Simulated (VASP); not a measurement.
# Zr (P6_3/mmc) in VASP: single point with revPBE+D3(BJ)

Aim: the single point of Zr with revPBE+D3(BJ).

Everything below comes from runs of VASP 6.6.1. Logs are shortened: lines on timing, memory, paths and dates and some standing lists are left out, and cuts for length are marked.

## Step 1: The cell of the first run

Symmetry: P6_3/mmc, No. 194, hexagonal system. Conventional cell: a = 3.164 Å, b = 3.164 Å, c = 5.092 Å, α = 90.00°, β = 90.00°, γ = 120.00°. Within 4.1 Å of Zr (site symmetry -6m2) lie 12 Zr at 3.13 to 3.16 Å.

## Step 2: Single point, revPBE+D3(BJ)

Input file INCAR:

```
PREC = Accurate
ENCUT = 500
EDIFF = 1E-6
ISMEAR = 0
SIGMA = 0.1
LREAL = F
LASPH = T
NELM = 120
ALGO = Normal
ISIF = 2
LWAVE = F
LCHARG = F
GGA = RE
IVDW = 12
NBANDS = 19
GGA_COMPAT = F
```

Input file KPOINTS:

```
regular mesh
0
Gamma
  15 15 8
```

Input file POSCAR:

```
Zr
1.0
    3.1644845081      0.0000000000      0.0000000000
   -1.5822422540      2.7405239739      0.0000000000
    0.0000000000      0.0000000000      5.0922009693
Zr
2
Direct
    0.3333333333      0.6666666667      0.2500000000
    0.6666666667      0.3333333333      0.7500000000
```

Potentials or basis: VASP PAW PBE potentials, release 64 (Zr_sv).

Launch:

```
cat potpaw_PBE.64/Zr_sv/POTCAR > POTCAR
mpirun -np 1 vasp_std > vasp.out
```

OUTCAR:

```text
PREC = Accurate
   ENCUT = 500
   EDIFF = 1E-6
   ISMEAR = 0
   LREAL = F
   LASPH = T
   NELM = 120
   ISIF = 2
   GGA = RE
   IVDW = 12
 IVDW          = 12

 ion  position               nearest neighbor table
   1  0.333  0.667  0.250-   2 3.13   2 3.13   2 3.13   2 3.13   2 3.13   2 3.13
   2  0.667  0.333  0.750-   1 3.13   1 3.13   1 3.13   1 3.13   1 3.13   1 3.13

  LATTYP: Found a hexagonal cell.
 ALAT       =     3.1644845081
 C/A-ratio  =     1.6091723490

  Lattice vectors:

 A1 = (   3.1644845081,   0.0000000000,   0.0000000000)
 A2 = (  -1.5822422540,   2.7405239739,   0.0000000000)
 A3 = (   0.0000000000,   0.0000000000,   5.0922009693)

Analysis of symmetry for initial positions (statically):
=====================================================================
 Subroutine PRICEL returns:
 Original cell was already a primitive cell.

 Routine SETGRP: Setting up the symmetry group for a
 hexagonal supercell.

 Subroutine GETGRP returns: Found 24 space group operations
 (whereof 12 operations were pure point group operations)
 out of a pool of 24 trial point group operations.

The static configuration has the point symmetry D_3d.
 The point group associated with its full space group is D_6h.

Analysis of symmetry for dynamics (positions and initial velocities):
=====================================================================
 Subroutine PRICEL returns:
 Original cell was already a primitive cell.

 Routine SETGRP: Setting up the symmetry group for a
 hexagonal supercell.

 Subroutine GETGRP returns: Found 24 space group operations
 (whereof 12 operations were pure point group operations)
 out of a pool of 24 trial point group operations.

The dynamic configuration has the point symmetry D_3d.
 The point group associated with its full space group is D_6h.

 Subroutine INISYM returns: Found 24 space group operations
 (whereof 12 operations are pure point group operations),
 and found     1 'primitive' translations

----------------------------------------------------------------------------------------

                                     Primitive cell

  volume of cell :      44.1613

  direct lattice vectors                    reciprocal lattice vectors
     3.164484508  0.000000000  0.000000000     0.316007235  0.182446862  0.000000000
    -1.582242254  2.740523974  0.000000000     0.000000000  0.364893725  0.000000000
     0.000000000  0.000000000  5.092200969     0.000000000  0.000000000  0.196378738

  length of vectors
     3.164484508  3.164484508  5.092200969     0.364893725  0.364893725  0.196378738

  position of ions in fractional coordinates (direct lattice)
     0.333333333  0.666666667  0.250000000
     0.666666667  0.333333333  0.750000000

  ion indices of the primitive-cell ions
   primitive index   ion index
                 1           1
                 2           2

----------------------------------------------------------------------------------------

 KPOINTS: regular mesh

Automatic generation of k-mesh.
 Grid dimensions read from file:
 generate k-points for:   15   15    8

 Generating k-lattice:

  Cartesian coordinates                     Fractional coordinates (reciprocal lattice)
     0.021067149  0.012163124  0.000000000     0.066666667  0.000000000  0.000000000
     0.000000000  0.024326248  0.000000000     0.000000000  0.066666667  0.000000000
     0.000000000  0.000000000  0.024547342     0.000000000  0.000000000  0.125000000

  Length of vectors
     0.024326248  0.024326248  0.024547342

  Shift w.r.t. Gamma in fractional coordinates (k-lattice)
     0.000000000  0.000000000  0.000000000

 Subroutine IBZKPT returns following result:
 ===========================================

 Found    135 irreducible k-points:

 Following reciprocal coordinates:
            Coordinates               Weight
  0.000000  0.000000  0.000000      1.000000
  0.066667  0.000000  0.000000      6.000000
  0.133333  0.000000  0.000000      6.000000
  0.200000 -0.000000  0.000000      6.000000
  0.266667  0.000000  0.000000      6.000000
  0.333333  0.000000  0.000000      6.000000
[... 16 lines left out ...]
  0.333333  0.200000  0.000000     12.000000
  0.400000  0.200000  0.000000      6.000000
 [... further k-points ...]
   k-points           NKPTS =    135   k-points in BZ     NKDIM =    135   number of bands    NBANDS=     19
   number of dos      NEDOS =    301   number of ions     NIONS =      2
   total plane-waves  NPLWV =  23040
   dimension x,y,z NGX =    24 NGY =   24 NGZ =   40
   dimension x,y,z NGXF=    48 NGYF=   48 NGZF=   80
   ions per type =               2
   NGX,Y,Z   is equivalent  to a cutoff of  12.61, 12.61, 13.06 a.u.
   NGXF,Y,Z  is equivalent  to a cutoff of  25.22, 25.22, 26.12 a.u.
 SYSTEM =  unknown system
   PREC   = accura    normal or accurate (medium, high low for compatibility)
   ISTART =      0    job   : 0-new  1-cont  2-samecut
   ICHARG =      2    charge: 1-file 2-atom 10-const
   ISPIN  =      1    spin polarized calculation?
   LNONCOLLINEAR =      F non collinear calculations
   LSORBIT =      F    spin-orbit coupling
   LASPH  =      T    aspherical Exc in radial PAW
   ENCUT  =  500.0 eV  36.75 Ry    6.06 a.u.   5.77  5.77  9.28*2*pi/ulx,y,z
   NELM   =    120;   NELMIN=  2; NELMDL= -5     # of ELM steps
   EDIFF  = 0.1E-05   stopping-criterion for ELM
   LREAL  =      F    real-space projection
   EDIFFG = 0.1E-04   stopping-criterion for IOM
   NSW    =      0    number of steps for IOM
   IBRION =     -1    ionic relax: 0-MD 1-quasi-New 2-CG
   NFREE  =      0    steps in history (QN), initial steepest desc. (CG)
   ISIF   =      2    stress and relaxation
   ISYM   =      2    0-nonsym 1-usesym 2-fastsym
   POTIM  = 0.5000    time-step for ionic-motion
   TEBEG  =    0.0;   TEEND  =   0.0 temperature during run
   PSTRESS=    0.0 pullay stress
   NELECT =      24.0000    total number of electrons
   NUPDOWN=      -1.0000    fix difference up-down
   EMIN   =  10.00;   EMAX   =-10.00  energy-range for DOS
   EFERMI =   0.00;   METHOD = LEGACY
   ISMEAR =     0;   SIGMA  =   0.10  broadening in eV -4-tet -1-fermi 0-gaus
   EFERMI_NEDOS =   21; number of points for ismear=-14 and -15
   IALGO  =     38    algorithm
   IMIX   =      4    mixing-type and parameters
     AMIX     =   0.40;   BMIX     =  1.00
     AMIX_MAG =   1.60;   BMIX_MAG =  1.00
  volume/ion in A,a.u.               =      22.08       149.01
  Fermi-wavevector in a.u.,A,eV,Ry     =   1.335974  2.524624 24.284024  1.784825
  Thomas-Fermi vector in A             =   2.464636
   LORBIT       =      0    0 simple, 1 ext, 2 COOP (PROOUT), +10 PAW based schemes
   GGA     = RE    functional components
   LHFCALC =     F    Hartree Fock is set to
   AEXX    =    0.0000 exact exchange contribution
   IVDW    =    12    specifies the selected vdW correction
   LEPSILON=     F    determine dielectric tensor
   LRPA    =     F    only Hartree local field effects (RPA)
 non-spin polarized calculation
 Gauss-broadening in eV      SIGMA  =   0.10
  energy-cutoff  :      500.00
  volume of cell :       44.16
 maximum number of plane-waves:      1140
 NGX is ok and might be reduce to    24
   NGX = 11   NGY = 11   NGZ = 19

 number of electron      23.9999999 magnetization

 Free energy of the ion-electron system (eV)
  ---------------------------------------------------
  ext. energy  EPLUGINS =         0.00000000
  ---------------------------------------------------
  free energy    TOTEN  =       -16.29073358 eV

  energy without entropy =      -16.28085215  energy(sigma->0) =      -16.28579286

 E-fermi :   9.6779     XC(G=0): -11.2724

 val. band max:        9.6778553896   @ k =   0.3333   0.3333   0.5000
 cond. band min:       9.6786279938   @ k =   0.2000   0.1333   0.3750
 fundamental gap:      0.0007726042
 Fermi energy:         9.6778796982

 k-point     1 :       0.0000    0.0000    0.0000
  band No.  band energies     occupation
      1     -39.0988      2.00000
      2     -38.9143      2.00000
      3     -17.7073      2.00000
      4     -16.6854      2.00000
      5     -16.6854      2.00000
      6     -16.5444      2.00000
[... 11 lines left out ...]
     18      11.9790      0.00000
     19      14.3596      0.00000

 k-point     2 :       0.0667    0.0000    0.0000
  band No.  band energies     occupation
      1     -39.0924      2.00000
      2     -38.9114      2.00000
      3     -17.6913      2.00000
      4     -16.7226      2.00000
      5     -16.6974      2.00000
      6     -16.5677      2.00000
[... 11 lines left out ...]
     18      11.8581      0.00000
     19      14.4492      0.00000

 k-point     3 :       0.1333    0.0000    0.0000
  band No.  band energies     occupation
      1     -39.0741      2.00000
      2     -38.9035      2.00000
      3     -17.6447      2.00000
      4     -16.8276      2.00000
      5     -16.7303      2.00000
      6     -16.6744      2.00000
[... 11 lines left out ...]
     18      11.7351      0.00000
     19      14.6536      0.00000

 k-point     4 :       0.2000   -0.0000    0.0000
  band No.  band energies     occupation
      1     -39.0463      2.00000
      2     -38.8923      2.00000
      3     -17.5715      2.00000
      4     -16.9817      2.00000
      5     -16.8263      2.00000
      6     -16.7769      2.00000
[... 11 lines left out ...]
     18      12.2869      0.00000
     19      14.8707      0.00000

 k-point     5 :       0.2667    0.0000    0.0000
  band No.  band energies     occupation
      1     -39.0129      2.00000
      2     -38.8809      2.00000
      3     -17.4786      2.00000
      4     -17.1577      2.00000
      5     -16.9935      2.00000
      6     -16.8284      2.00000
[... 11 lines left out ...]
     18      13.0046      0.00000
     19      15.0445      0.00000

 k-point     6 :       0.3333    0.0000    0.0000
  band No.  band energies     occupation
      1     -38.9786      2.00000
      2     -38.8719      2.00000
      3     -17.3757      2.00000
      4     -17.3243      2.00000
      5     -17.1473      2.00000
      6     -16.8760      2.00000
[... 11 lines left out ...]
     18      13.8183      0.00000
     19      15.1611      0.00000

 k-point     7 :       0.4000   -0.0000    0.0000
  band No.  band energies     occupation
      1     -38.9489      2.00000
      2     -38.8677      2.00000
      3     -17.4531      2.00000
      4     -17.2774      2.00000
      5     -17.2641      2.00000
      6     -16.9123      2.00000
[... 11 lines left out ...]
     18      14.6206      0.00000
     19      15.2278      0.00000

 k-point     8 :       0.4667   -0.0000    0.0000
  band No.  band energies     occupation
      1     -38.9305      2.00000
      2     -38.8675      2.00000
      3     -17.5230      2.00000
      4     -17.3269      2.00000
      5     -17.2097      2.00000
      6     -16.9319      2.00000
[... 256 lines left out ...]
 k-point    20 :       0.4000    0.1333    0.0000
  band No.  band energies     occupation
      1     -38.9210      2.00000
      2     -38.8681      2.00000
      3     -17.4822      2.00000
      4     -17.2915      2.00000
      5     -17.1741      2.00000
      6     -17.0089      2.00000
[... 11 lines left out ...]
     18      14.9545      0.00000
     19      16.2851      0.00000

 k-point    21 :       0.2000    0.2000    0.0000
  band No.  band energies     occupation
      1     -38.9700      2.00000
      2     -38.8701      2.00000
      3     -17.3491      2.00000
      4     -17.2364      2.00000
      5     -17.2107      2.00000
      6     -16.8959      2.00000
[... 11 lines left out ...]
     18      14.6226      0.00000
     19      14.8215      0.00000

 k-point    22 :       0.2667    0.2000    0.0000
  band No.  band energies     occupation
      1     -38.9412      2.00000
      2     -38.8669      2.00000
      3     -17.3444      2.00000
      4     -17.2517      2.00000
      5     -17.2507      2.00000
      6     -16.9793      2.00000
[... 11 lines left out ...]
     18      14.7818      0.00000
     19      15.5679      0.00000

 k-point    23 :       0.3333    0.2000    0.0000
  band No.  band energies     occupation
      1     -38.9181      2.00000
      2     -38.8683      2.00000
      3     -17.4175      2.00000
      4     -17.2577      2.00000
      5     -17.1633      2.00000
      6     -17.0575      2.00000
[... 11 lines left out ...]
     18      14.7532      0.00000
     19      16.3154      0.00000

 k-point    24 :       0.4000    0.2000    0.0000
  band No.  band energies     occupation
      1     -38.9080      2.00000
      2     -38.8706      2.00000
      3     -17.4430      2.00000
      4     -17.2528      2.00000
      5     -17.1203      2.00000
      6     -17.0931      2.00000
[... 11 lines left out ...]
     18      14.7426      0.00000
     19      16.5332      0.00000

 [... further k-points ...]

------------------------ aborting loop because EDIFF is reached ----------------------------------------

 Edisp (eV)   -1.99954

 E8    (eV) :    -1.4992

  FORCE on cell =-STRESS in cart. coord.  units (eV):
  Direction    XX          YY          ZZ          XY          YZ          ZX
  --------------------------------------------------------------------------------------
  -------------------------------------------------------------------------------------
  Total      -0.00302    -0.00302    -0.00678    -0.00000    -0.00000     0.00000
  in kB      -0.10966    -0.10966    -0.24593    -0.00000    -0.00000     0.00000
  external pressure =       -0.16 kB  Pullay stress =        0.00 kB

 VOLUME and BASIS-vectors are now :
 -----------------------------------------------------------------------------
  energy-cutoff  :      500.00
  volume of cell :       44.16
      direct lattice vectors                 reciprocal lattice vectors
     3.164484508  0.000000000  0.000000000     0.316007235  0.182446862  0.000000000
    -1.582242254  2.740523974  0.000000000     0.000000000  0.364893725  0.000000000
     0.000000000  0.000000000  5.092200969     0.000000000  0.000000000  0.196378738

 POSITION                                       TOTAL-FORCE (eV/Angst)
 -----------------------------------------------------------------------------------
     -0.00000      1.82702      1.27305         0.000000      0.000000      0.000000
      1.58224      0.91351      3.81915        -0.000000     -0.000000      0.000000
 -----------------------------------------------------------------------------------
    total drift:                               -0.000000      0.000000     -0.000000

  FREE ENERGIE OF THE ION-ELECTRON SYSTEM (eV)
  ---------------------------------------------------
  free  energy   TOTEN  =       -18.2902688137 eV

  energy  without entropy=      -18.2803873881  energy(sigma->0) =      -18.28532810
```

It took 1.8 min on 1 thread of AMD EPYC 7R43 (Zen 3), shared host; peak memory 0.19 GiB.

Results:

```yaml
Free_energy: -18.2903 eV
Pressure: 0.0 GPa
Band_gap_on_the_k_mesh: zero (band 12 reaches 10.66 eV, above the bottom of band 13 at 9.32 eV)
Dispersion_energy_per_atom: -1.000 eV
```

Caveat: the PAW data sets were made with another functional, which shifts forces and pressure a little; pairwise dispersion overbinds metals, which lowers pressure and volume.
